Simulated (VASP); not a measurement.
# BN (P6_3mc) in VASP: further runs, part 3 of 3

VASP 6.6.1.

### 5 Relaxation of the atoms, PBEsol (strained cell)

Contents of INCAR:

```
SYSTEM = BN
PREC = Accurate
ENCUT = 520
EDIFF = 1E-6
ISMEAR = 0
SIGMA = 0.02
LREAL = .False.
LASPH = .True.
NELM = 80
ALGO = Normal
ISIF = 2
LWAVE = .False.
LCHARG = .False.
GGA = PS
IBRION = 2
NSW = 60
EDIFFG = -0.002
```

Contents of KPOINTS:

```
regular mesh
0
Gamma
  9 9 6
  0 0 0
```

Contents of POSCAR:

```
BN
1.0
    2.5659661661      0.0000000000      0.0000000000
   -1.2829830830      2.2221918851      0.0000000000
    0.0000000000      0.0000000000      4.3035180260
B N
2 2
Direct
    0.3333333333      0.6666666667     -0.0004190631
    0.6666666667      0.3333333333      0.4995809369
    0.3333333333      0.6666666667      0.3744190631
    0.6666666667      0.3333333333      0.8744190631
```

Potentials or basis: VASP PAW PBE potentials, release 64 (B, N).

Started as:

```console
$ cat potpaw_PBE.64/B/POTCAR potpaw_PBE.64/N/POTCAR > POTCAR
$ mpirun -np 1 vasp_std > vasp.out
```

OUTCAR:

```text
SYSTEM = BN
   PREC = Accurate
   ENCUT = 520
   EDIFF = 1E-6
   ISMEAR = 0
   LREAL = .False.
   LASPH = .True.
   NELM = 80
   ISIF = 2
   GGA = PS
   IBRION = 2
   NSW = 60
   EDIFFG = -0.002

 ion  position               nearest neighbor table
   1  0.333  0.667  1.000-   4 1.58   4 1.58   4 1.58   3 1.61
   2  0.667  0.333  0.500-   3 1.58   3 1.58   3 1.58   4 1.61
   3  0.333  0.667  0.374-   2 1.58   2 1.58   2 1.58   1 1.61
   4  0.667  0.333  0.874-   1 1.58   1 1.58   1 1.58   2 1.61

  LATTYP: Found a hexagonal cell.
 ALAT       =     2.5659661661
 C/A-ratio  =     1.6771530673

  Lattice vectors:

 A1 = (   2.5659661661,   0.0000000000,   0.0000000000)
 A2 = (  -1.2829830830,   2.2221918851,   0.0000000000)
 A3 = (   0.0000000000,   0.0000000000,   4.3035180260)

Analysis of symmetry for initial positions (statically):
=====================================================================
 Subroutine PRICEL returns:
 Original cell was already a primitive cell.

 Routine SETGRP: Setting up the symmetry group for a
 hexagonal supercell.

 Subroutine GETGRP returns: Found 12 space group operations
 (whereof  6 operations were pure point group operations)
 out of a pool of 24 trial point group operations.

The static configuration has the point symmetry C_3v.
 The point group associated with its full space group is C_6v.

Analysis of symmetry for dynamics (positions and initial velocities):
=====================================================================
 Subroutine PRICEL returns:
 Original cell was already a primitive cell.

 Routine SETGRP: Setting up the symmetry group for a
 hexagonal supercell.

 Subroutine GETGRP returns: Found 12 space group operations
 (whereof  6 operations were pure point group operations)
 out of a pool of 24 trial point group operations.

The dynamic configuration has the point symmetry C_3v.
 The point group associated with its full space group is C_6v.

[... 143 lines left out ...]

 number of electron      16.0000002 magnetization

 Free energy of the ion-electron system (eV)
  ---------------------------------------------------
  ext. energy  EPLUGINS =         0.00000000
  ---------------------------------------------------
  free energy    TOTEN  =       -36.57074302 eV

  energy without entropy =      -36.57074302  energy(sigma->0) =      -36.57074302

------------------------ aborting loop because EDIFF is reached ----------------------------------------

  FORCE on cell =-STRESS in cart. coord.  units (eV):
  Direction    XX          YY          ZZ          XY          YZ          ZX
  --------------------------------------------------------------------------------------
  -------------------------------------------------------------------------------------
  Total       -1.6437319     -1.6437319     -3.5312309     -0.0000000     -0.0000000     -0.0000000
  in kB     -107.3211837   -107.3211837   -230.5582115     -0.0000000     -0.0000000     -0.0000000
  external PRESSURE =    -148.4001930 kB  Pullay stress =       0.0000000 kB
[... 63 lines left out ...]
--------------------------------------- Ionic step        3  -------------------------------------------

 number of electron      16.0000002 magnetization

 Free energy of the ion-electron system (eV)
  ---------------------------------------------------
  ext. energy  EPLUGINS =         0.00000000
  ---------------------------------------------------
  free energy    TOTEN  =       -36.57074757 eV

  energy without entropy =      -36.57074757  energy(sigma->0) =      -36.57074757

 E-fermi :   7.2190     XC(G=0): -12.8238

 val. band max:        7.0570541589   @ k =   0.0000   0.0000   0.0000
 cond. band min:      12.0547088941   @ k =   0.3333   0.3333   0.0000
 fundamental gap:      4.9976547352
 Fermi energy:         7.2190295968

 k-point     1 :       0.0000    0.0000    0.0000
  band No.  band energies     occupation
      1     -12.9447      2.00000
      2      -9.0356      2.00000
      3      -3.6243      2.00000
      4       5.1042      2.00000
      5       5.1042      2.00000
      6       6.7711      2.00000
      7       7.0571      2.00000
      8       7.0571      2.00000
      9      14.9115      0.00000
     10      15.3497      0.00000
     11      15.3497      0.00000
     12      16.3509      0.00000
[... 331 lines left out ...]
 k-point    24 :       0.3333    0.3333    0.1667
  band No.  band energies     occupation
      1      -7.7248      2.00000
      2      -7.7248      2.00000
      3      -1.7483      2.00000
      4      -0.6048      2.00000
      5      -0.6048      2.00000
      6       1.2785      2.00000
      7       2.5435      2.00000
      8       2.5435      2.00000
      9      12.7470      0.00000
     10      18.2808      0.00000
     11      18.2808      0.00000
     12      20.1599      0.00000

 [... further k-points ...]

------------------------ aborting loop because EDIFF is reached ----------------------------------------

  FORCE on cell =-STRESS in cart. coord.  units (eV):
  Direction    XX          YY          ZZ          XY          YZ          ZX
  --------------------------------------------------------------------------------------
  -------------------------------------------------------------------------------------
  Total       -1.6418804     -1.6418804     -3.5314918     -0.0000000     -0.0000000     -0.0000000
  in kB     -107.2002974   -107.2002974   -230.5752403     -0.0000000     -0.0000000     -0.0000000
  external PRESSURE =    -148.3252783 kB  Pullay stress =       0.0000000 kB
[... 19 lines left out ...]
  FREE ENERGIE OF THE ION-ELECTRON SYSTEM (eV)
  ---------------------------------------------------
  free  energy   TOTEN  =       -36.5707475733 eV

  energy  without entropy=      -36.5707475733  energy(sigma->0) =      -36.57074757

 reached required accuracy - stopping structural energy minimisation
```

OSZICAR:

```text
N       E                     dE             d eps       ncg     rms          rms(c)
DAV:   1     0.458713989591E+02    0.45871E+02   -0.87384E+03  1152   0.129E+03
DAV:   2    -0.359609239923E+02   -0.81832E+02   -0.75615E+02  1668   0.264E+02
DAV:   3    -0.383470660755E+02   -0.23861E+01   -0.23767E+01  1528   0.453E+01
[... 14 lines left out ...]
DAV:   3    -0.365707436363E+02    0.44565E-06   -0.48157E-07   928   0.851E-03
   2 F= -.36570744E+02 E0= -.36570744E+02  d E =-.612691E-06
       N       E                     dE             d eps       ncg     rms          rms(c)
DAV:   1    -0.365707469709E+02   -0.28890E-05   -0.46189E-04  1272   0.206E-01    0.413E-03
DAV:   2    -0.365707475733E+02   -0.60242E-06   -0.78933E-06  1464   0.266E-02
   3 F= -.36570748E+02 E0= -.36570748E+02  d E =-.454972E-05
```

It took 30 s on 1 thread of Intel Xeon 8259CL, shared host; peak memory 0.14 GiB.

What came out:

```
Free energy               : -36.5707 eV
Energy gained by relaxing : 0.0 meV/atom
Ionic steps               : 3
Pressure after relaxing   : -14.8 GPa
Band gap on the k mesh    : 5.00 eV (least direct gap 7.85 eV)
```

Stress tensor (GPa, compression positive):
```
-10.72   0.00   0.00
  0.00 -10.72   0.00
  0.00   0.00 -23.06
```

Final structure:
```cif
data_structure
_symmetry_space_group_name_H-M 'P 1'
_symmetry_Int_Tables_number 1
_cell_length_a 2.5660
_cell_length_b 2.5660
_cell_length_c 4.3035
_cell_angle_alpha 90.000
_cell_angle_beta 90.000
_cell_angle_gamma 120.000
_cell_volume 24.54
loop_
_atom_site_label
_atom_site_type_symbol
_atom_site_fract_x
_atom_site_fract_y
_atom_site_fract_z
_atom_site_occupancy
B1 B 0.33333 0.66667 0.99953 1
B2 B 0.66667 0.33333 0.49953 1
N1 N 0.33333 0.66667 0.37447 1
N2 N 0.66667 0.33333 0.87447 1
```

Caveat: the cell differs from its parent crystal (strained cell); the PAW data sets were made with another functional, which shifts forces and pressure a little; an odd mesh through Γ misses points on the zone boundary, where band edges can lie.

### 6 Summary

```tsv
cell	gap on the mesh (eV)	pressure (GPa)
atoms relaxed from a = 2.566, b = 2.566, c = 4.200 Å, angles 90.0, 90.0, 120.0°, 4 atoms	5.03	-6.3
atoms relaxed from a = 2.566, b = 2.566, c = 4.198 Å, angles 90.0, 90.0, 120.0°, 4 atoms	5.03	-6.2
atoms relaxed from a = 2.566, b = 2.566, c = 4.304 Å, angles 90.0, 90.0, 120.0°, 4 atoms	5.00	-14.8
```

Alike in all rows: task relaxation of the atoms; level PBEsol; potentials or basis VASP PAW PBE potentials, release 64 (B, N); no spin polarisation; k mesh 9 × 9 × 6; cutoff (eV) 520; smearing gaussian 0.02 eV.

Caveats: the PAW data sets were made with another functional, which shifts forces and pressure a little; an odd mesh through Γ misses points on the zone boundary, where band edges can lie; the relaxation stopped at its first step, so nothing moved (at least some runs).

Total energies depend on the potentials used, so only differences within one code and one set of settings carry meaning.
